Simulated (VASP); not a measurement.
# BN (Cmm2) in VASP: a series of runs

Runs on BN. Level: PBE+D3(BJ). Tasks: single point.

Program: VASP 6.6.1. These are calculated values, not measurements. Logs are shortened: lines on timing, memory, paths and dates and some standing lists are left out, and cuts for length are marked.

### 1 The cell of the first run

It takes space group Cmm2 (No. 35, orthorhombic). The conventional cell has a = 2.508 Å, b = 6.679 Å, c = 14.675 Å, α = 90.00°, β = 90.00°, γ = 90.00°. Within 1.9 Å of B (site symmetry mm2) lie 3 N at 1.45 Å. Within 1.9 Å of B (site symmetry mm2) lie 2 N at 1.45 Å. Within 1.9 Å of B (site symmetry mm2) lie 3 N at 1.45 Å. B (site symmetry mm2) has 3 N at 1.45 Å within 1.9 Å. Within 1.9 Å of N (site symmetry mm2) lie 3 B at 1.45 Å. N (site symmetry mm2) has 3 B at 1.45 Å within 1.9 Å. Within 1.9 Å of N (site symmetry mm2) lie 3 B at 1.45 Å. Within 1.9 Å of N (site symmetry mm2) lie 2 B at 1.45 Å.

### 2 Single point, PBE+D3(BJ) (the distance across one plane changed)

INCAR

```
SYSTEM = BN
ALGO = Normal
EDIFF = 1E-7
ENCUT = 520
GGA = PE
ISIF = 2
ISMEAR = 0
ISYM = 0
IVDW = 12
LASPH = .True.
LCHARG = .False.
LREAL = .False.
LWAVE = .False.
NBANDS = 26
NELM = 80
PREC = Accurate
SIGMA = 0.05
```

KPOINTS

```
k-points
0
Gamma
  7 9 3
  0 0 0
```

POSCAR

```
BN
1.0
    1.2538424667     -3.3394821656      0.0000000000
    2.5076849335      0.0000000000      0.0000000000
    0.0000000000      0.0000000000     14.6753276438
B N
4 4
Direct
    0.0000000000      0.0000000000      0.4926373219
    0.0000000000      0.5000000000      0.0492744280
    0.0000000000      0.0000000000      0.1970620593
    0.0000000000      0.5000000000      0.3448496906
    0.0000000000      0.0000000000      0.0984836428
    0.0000000000      0.5000000000      0.2462712741
    0.0000000000      0.0000000000      0.3940589054
    0.0000000000      0.5000000000      0.5418465367
```

Potentials or basis: VASP PAW PBE potentials, release 64 (B, N).

Launch:

```sh
$ cat potpaw_PBE.64/B/POTCAR potpaw_PBE.64/N/POTCAR > POTCAR
$ mpirun -np 1 vasp_std > vasp.out
```

OUTCAR:

```text
SYSTEM = BN
   EDIFF = 1E-7
   ENCUT = 520
   GGA = PE
   ISIF = 2
   ISMEAR = 0
   ISYM = 0
   IVDW = 12
   LASPH = .True.
   LREAL = .False.
   NELM = 80
   PREC = Accurate
 IVDW          = 12

 ion  position               nearest neighbor table
   1  0.000  0.000  0.493-   7 1.45   8 1.45   8 1.45
   2  0.000  0.500  0.049-   5 1.45   5 1.45
   3  0.000  0.000  0.197-   5 1.45   6 1.45   6 1.45
   4  0.000  0.500  0.345-   6 1.45   7 1.45   7 1.45
   5  0.000  0.000  0.098-   3 1.45   2 1.45   2 1.45
   6  0.000  0.500  0.246-   4 1.45   3 1.45   3 1.45
   7  0.000  0.000  0.394-   1 1.45   4 1.45   4 1.45
   8  0.000  0.500  0.542-   1 1.45   1 1.45

IMPORTANT INFORMATION: All symmetrisations will be switched off!
NOSYMM: (Re-)initialisation of all symmetry stuff for point group C_1.

----------------------------------------------------------------------------------------

                                     Primitive cell

  volume of cell :     122.8966

  direct lattice vectors                    reciprocal lattice vectors
     1.253842467 -3.339482166  0.000000000     0.000000000 -0.299447624  0.000000000
     2.507684934  0.000000000  0.000000000     0.398774179  0.149723812  0.000000000
     0.000000000  0.000000000 14.675327644     0.000000000  0.000000000  0.068141579

  length of vectors
     3.567108362  2.507684934 14.675327644     0.299447624  0.425955474  0.068141579

  position of ions in fractional coordinates (direct lattice)
     0.000000000  0.000000000  0.492637322
     0.000000000  0.500000000  0.049274428
     0.000000000  0.000000000  0.197062059
     0.000000000  0.500000000  0.344849691
     0.000000000  0.000000000  0.098483643
     0.000000000  0.500000000  0.246271274
     0.000000000  0.000000000  0.394058905
     0.000000000  0.500000000  0.541846537

  ion indices of the primitive-cell ions
   primitive index   ion index
                 1           1
                 2           2
                 3           3
                 4           4
                 5           5
                 6           6
                 7           7
                 8           8

----------------------------------------------------------------------------------------

 KPOINTS: k-points

Automatic generation of k-mesh.
 Grid dimensions read from file:
 generate k-points for:    7    9    3

 Generating k-lattice:

  Cartesian coordinates                     Fractional coordinates (reciprocal lattice)
     0.000000000 -0.042778232  0.000000000     0.142857143  0.000000000  0.000000000
     0.044308242  0.016635979  0.000000000    -0.000000000  0.111111111  0.000000000
     0.000000000  0.000000000  0.022713860     0.000000000  0.000000000  0.333333333

  Length of vectors
     0.042778232  0.047328386  0.022713860

  Shift w.r.t. Gamma in fractional coordinates (k-lattice)
     0.000000000  0.000000000  0.000000000

 -----------------------------------------------------------------------------
|                                                                             |
|           W    W    AA    RRRRR   N    N  II  N    N   GGGG   !!!           |
|           W    W   A  A   R    R  NN   N  II  NN   N  G    G  !!!           |
|           W    W  A    A  R    R  N N  N  II  N N  N  G       !!!           |
|           W WW W  AAAAAA  RRRRR   N  N N  II  N  N N  G  GGG   !            |
|           WW  WW  A    A  R   R   N   NN  II  N   NN  G    G                |
|           W    W  A    A  R    R  N    N  II  N    N   GGGG   !!!           |
|                                                                             |
|     Your reciprocal lattice and k-lattice belong to different lattice       |
|     classes:                                                                |
|                                                                             |
|        The reciprocal lattice is base centered orthorhombic,                |
|        whereas your k-lattice is simple monoclinic.                         |
|                                                                             |
|     Results are often still useful ...                                      |
|                                                                             |
 -----------------------------------------------------------------------------

 WARNING: IBZKPT: internal override: KBLOWUP is changed to .FALSE.
      ... skipping the blow-up phase ...

 Subroutine IBZKPT returns following result:
 ===========================================

 Found     95 irreducible k-points:

 Following reciprocal coordinates:
            Coordinates               Weight
  0.000000  0.000000  0.000000      1.000000
  0.142857  0.000000  0.000000      2.000000
  0.285714  0.000000  0.000000      2.000000
  0.428571  0.000000  0.000000      2.000000
  0.000000  0.111111  0.000000      2.000000
  0.142857  0.111111  0.000000      2.000000
[... 16 lines left out ...]
 -0.428571  0.333333  0.000000      2.000000
 -0.285714  0.333333  0.000000      2.000000
 [... further k-points ...]
   k-points           NKPTS =     95   k-points in BZ     NKDIM =     95   number of bands    NBANDS=     26
   number of dos      NEDOS =    301   number of ions     NIONS =      8
   total plane-waves  NPLWV =  62720
   dimension x,y,z NGX =    28 NGY =   20 NGZ =  112
   dimension x,y,z NGXF=    56 NGYF=   40 NGZF=  224
   ions per type =               4   4
   NGX,Y,Z   is equivalent  to a cutoff of  13.05, 13.26, 12.69 a.u.
   NGXF,Y,Z  is equivalent  to a cutoff of  26.10, 26.52, 25.38 a.u.
 SYSTEM =  BN
   PREC   = accura    normal or accurate (medium, high low for compatibility)
   ISTART =      0    job   : 0-new  1-cont  2-samecut
   ICHARG =      2    charge: 1-file 2-atom 10-const
   ISPIN  =      1    spin polarized calculation?
   LNONCOLLINEAR =      F non collinear calculations
   LSORBIT =      F    spin-orbit coupling
   LASPH  =      T    aspherical Exc in radial PAW
   ENCUT  =  520.0 eV  38.22 Ry    6.18 a.u.   6.63  4.66 27.29*2*pi/ulx,y,z
   NELM   =     80;   NELMIN=  2; NELMDL= -5     # of ELM steps
   EDIFF  = 0.1E-06   stopping-criterion for ELM
   LREAL  =      F    real-space projection
   EDIFFG = 0.1E-05   stopping-criterion for IOM
   NSW    =      0    number of steps for IOM
   IBRION =     -1    ionic relax: 0-MD 1-quasi-New 2-CG
   NFREE  =      0    steps in history (QN), initial steepest desc. (CG)
   ISIF   =      2    stress and relaxation
   ISYM   =      0    0-nonsym 1-usesym 2-fastsym
   POTIM  = 0.5000    time-step for ionic-motion
   TEBEG  =    0.0;   TEEND  =   0.0 temperature during run
   PSTRESS=    0.0 pullay stress
   NELECT =      32.0000    total number of electrons
   NUPDOWN=      -1.0000    fix difference up-down
   EMIN   =  10.00;   EMAX   =-10.00  energy-range for DOS
   EFERMI =   0.00;   METHOD = LEGACY
   ISMEAR =     0;   SIGMA  =   0.05  broadening in eV -4-tet -1-fermi 0-gaus
   EFERMI_NEDOS =   21; number of points for ismear=-14 and -15
   IALGO  =     38    algorithm
   IMIX   =      4    mixing-type and parameters
     AMIX     =   0.40;   BMIX     =  1.00
     AMIX_MAG =   1.60;   BMIX_MAG =  1.00
  volume/ion in A,a.u.               =      15.36       103.67
  Fermi-wavevector in a.u.,A,eV,Ry     =   1.045390  1.975500 14.868984  1.092839
  Thomas-Fermi vector in A             =   2.180183
   LORBIT       =      0    0 simple, 1 ext, 2 COOP (PROOUT), +10 PAW based schemes
   GGA     = PE    functional components
   LHFCALC =     F    Hartree Fock is set to
   AEXX    =    0.0000 exact exchange contribution
   IVDW    =    12    specifies the selected vdW correction
   LEPSILON=     F    determine dielectric tensor
   LRPA    =     F    only Hartree local field effects (RPA)
 non-spin polarized calculation
 Gauss-broadening in eV      SIGMA  =   0.05
  energy-cutoff  :      520.00
  volume of cell :      122.90
 maximum number of plane-waves:      3352
   NGX = 13   NGY =  9   NGZ = 55

 number of electron      31.9999999 magnetization

 Free energy of the ion-electron system (eV)
  ---------------------------------------------------
  ext. energy  EPLUGINS =         0.00000000
  ---------------------------------------------------
  free energy    TOTEN  =       -63.76807737 eV

  energy without entropy =      -63.76034900  energy(sigma->0) =      -63.76421319

 E-fermi :  -0.6382     XC(G=0):  -7.0609

 val. band max:       -0.6391541706   @ k =   0.2857   0.1111   0.0000
 cond. band min:      -0.6374461248   @ k =   0.2857   0.1111   0.3333
 fundamental gap:      0.0017080459
 Fermi energy:        -0.6381832704

 k-point     1 :       0.0000    0.0000    0.0000
  band No.  band energies     occupation
      1     -20.2050      2.00000
      2     -18.9662      2.00000
      3     -17.7141      2.00000
      4     -15.2707      2.00000
      5     -10.7984      2.00000
      6      -8.1862      2.00000
[... 18 lines left out ...]
     25       8.0979      0.00000
     26       8.6524      0.00000

 k-point     2 :       0.1429    0.0000    0.0000
  band No.  band energies     occupation
      1     -20.1584      2.00000
      2     -18.9229      2.00000
      3     -17.6752      2.00000
      4     -15.2310      2.00000
      5     -10.7518      2.00000
      6      -8.1511      2.00000
[... 18 lines left out ...]
     25       8.1899      0.00000
     26       8.7832      0.00000

 k-point     3 :       0.2857    0.0000    0.0000
  band No.  band energies     occupation
      1     -20.0502      2.00000
      2     -18.8225      2.00000
      3     -17.5856      2.00000
      4     -15.1394      2.00000
      5     -10.6427      2.00000
      6      -8.0676      2.00000
[... 572 lines left out ...]
 k-point    23 :      -0.4286    0.3333    0.0000
  band No.  band energies     occupation
      1     -18.5987      2.00000
      2     -17.5519      2.00000
      3     -16.5291      2.00000
      4     -14.3206      2.00000
      5     -10.5976      2.00000
      6      -9.9580      2.00000
[... 18 lines left out ...]
     25       9.9109      0.00000
     26      10.8034      0.00000

 k-point    24 :      -0.2857    0.3333    0.0000
  band No.  band energies     occupation
      1     -18.5861      2.00000
      2     -17.5416      2.00000
      3     -16.5206      2.00000
      4     -14.3124      2.00000
      5     -10.5999      2.00000
      6      -9.9543      2.00000
[... 18 lines left out ...]
     25       9.9994      0.00000
     26      10.9953      0.00000

 [... further k-points ...]

------------------------ aborting loop because EDIFF is reached ----------------------------------------

 Edisp (eV)   -0.94714

 E8    (eV) :    -0.2865

  FORCE on cell =-STRESS in cart. coord.  units (eV):
  Direction    XX          YY          ZZ          XY          YZ          ZX
  --------------------------------------------------------------------------------------
  -------------------------------------------------------------------------------------
  Total      -3.43637    -0.69581     2.29243     0.00114    -0.00000     0.00000
  in kB     -44.79928    -9.07109    29.88595     0.01487    -0.00000     0.00000
  external pressure =       -7.99 kB  Pullay stress =        0.00 kB

 VOLUME and BASIS-vectors are now :
 -----------------------------------------------------------------------------
  energy-cutoff  :      520.00
  volume of cell :      122.90
      direct lattice vectors                 reciprocal lattice vectors
     1.253842467 -3.339482166  0.000000000     0.000000000 -0.299447624  0.000000000
     2.507684934  0.000000000  0.000000000     0.398774179  0.149723812  0.000000000
     0.000000000  0.000000000 14.675327644     0.000000000  0.000000000  0.068141579

 POSITION                                       TOTAL-FORCE (eV/Angst)
 -----------------------------------------------------------------------------------
      0.00000      0.00000      7.22961        -0.000000      0.000000      2.612407
      1.25384      0.00000      0.72312        -0.000000      0.000000      0.629635
      0.00000      0.00000      2.89195        -0.000000      0.000000      1.528014
      1.25384      0.00000      5.06078         0.000000      0.000000      1.138094
      0.00000      0.00000      1.44528         0.000000     -0.000000     -1.661558
      1.25384      0.00000      3.61411        -0.000000     -0.000000     -1.188132
      0.00000      0.00000      5.78294         0.000000      0.000000     -1.852362
      1.25384      0.00000      7.95178        -0.000000     -0.000000     -1.206098
 -----------------------------------------------------------------------------------
    total drift:                                0.000000      0.000001      0.000710

  FREE ENERGIE OF THE ION-ELECTRON SYSTEM (eV)
  ---------------------------------------------------
  free  energy   TOTEN  =       -64.7152198764 eV

  energy  without entropy=      -64.7074914999  energy(sigma->0) =      -64.71135569
```

Wall time 6.9 min (1 thread of Intel Xeon 8259CL, shared host); peak memory 0.39 GiB.

What came out:

| Item | Value |
| --- | --- |
| Free energy | -64.7152 eV |
| Pressure | -0.8 GPa |
| Largest force | 2.612 eV/Å |
| Band gap on the k mesh | zero (bands 16 and 17 overlap by 0.45 eV) |
| Dispersion energy per atom | -0.118 eV |

Forces on the atoms (eV/Å):
```
B    0.000  0.000  2.612
B    0.000  0.000  0.630
B    0.000  0.000  1.528
B    0.000  0.000  1.138
N    0.000  0.000 -1.662
N    0.000  0.000 -1.188
N    0.000  0.000 -1.852
N    0.000  0.000 -1.206
```

Stress tensor (GPa, compression positive):
```
-4.48  0.00  0.00
 0.00 -0.91  0.00
 0.00  0.00  2.99
```

Caveat: the cell differs from its parent crystal (the distance across one plane changed); the stress differs along the axes, from -4 to 3 GPa; semilocal functionals underestimate gaps, and a narrow one can read as zero; forces of over 1 eV/Å act on the atoms, so gaps and moduli don't describe the material at rest.

### 3 Single point, PBE+D3(BJ) (the distance across one plane changed)

INCAR

```
SYSTEM = BN
PREC = Accurate
ENCUT = 520
EDIFF = 1E-7
ISMEAR = 0
SIGMA = 0.05
LREAL = .FALSE.
LASPH = .TRUE.
NELM = 60
ALGO = Normal
ISIF = 2
LWAVE = .FALSE.
LCHARG = .TRUE.
GGA = PE
IVDW = 12
LELF = .TRUE.
LVHAR = .TRUE.
ISYM = 0
NBANDS = 26
```

KPOINTS

```
regular mesh
0
G
  7 9 3
  0 0 0
```

POSCAR

```
BN
1.0
    1.2538424667     -3.3394821656      0.0000000000
    2.5076849335      0.0000000000      0.0000000000
    0.0000000000      0.0000000000      9.6753276438
B N
4 4
Direct
    0.0000000000      0.0000000000      0.7472216316
    0.0000000000      0.5000000000      0.0747383863
    0.0000000000      0.0000000000      0.2988994681
    0.0000000000      0.5000000000      0.5230605498
    0.0000000000      0.0000000000      0.1493778587
    0.0000000000      0.5000000000      0.3735389405
    0.0000000000      0.0000000000      0.5977000222
    0.0000000000      0.5000000000      0.8218611040
```

Potentials or basis: VASP PAW PBE potentials, release 64 (B, N).

Launch:

```sh
$ cat potpaw_PBE.64/B/POTCAR potpaw_PBE.64/N/POTCAR > POTCAR
$ mpirun -np 1 vasp_std > vasp.out
```

Wall time 3.2 min (1 thread of Intel Xeon 8259CL, shared host); peak memory 0.29 GiB.

Results (log left out):

| Item | Value |
| --- | --- |
| Free energy | -67.3239 eV |
| Pressure | -7.4 GPa |
| Largest force | 3.496 eV/Å |
| Band gap on the k mesh | 1.07 eV (least direct gap 1.19 eV) |
| Dispersion energy per atom | -0.137 eV |

Forces on the atoms (eV/Å):
```
B    0.000  0.000  3.496
B    0.000  0.000 -1.942
B    0.000  0.000  1.554
B    0.000  0.000  1.349
N    0.000  0.000 -2.687
N    0.000  0.000 -1.341
N    0.000  0.000 -1.501
N    0.000  0.000  1.072
```

Stress tensor (GPa, compression positive):
```
 -3.48   0.00   0.00
  0.00   0.33   0.00
  0.00   0.00 -18.94
```

Levels at points of the mesh, in eV from the valence-band top:
| k point | band 14 | band 15 | band 16 | band 17 | band 18 | band 19 |
| --- | --- | --- | --- | --- | --- | --- |
| (0.00, 0.00, 0.00) | -2.40 | -2.28 | -1.49 | 1.17 | 3.64 | 4.02 |

Caveat: the cell differs from its parent crystal (the distance across one plane changed); the stress differs along the axes, from -19 to 0 GPa; forces of over 1 eV/Å act on the atoms, so gaps and moduli don't describe the material at rest. A k mesh can miss the band edges.
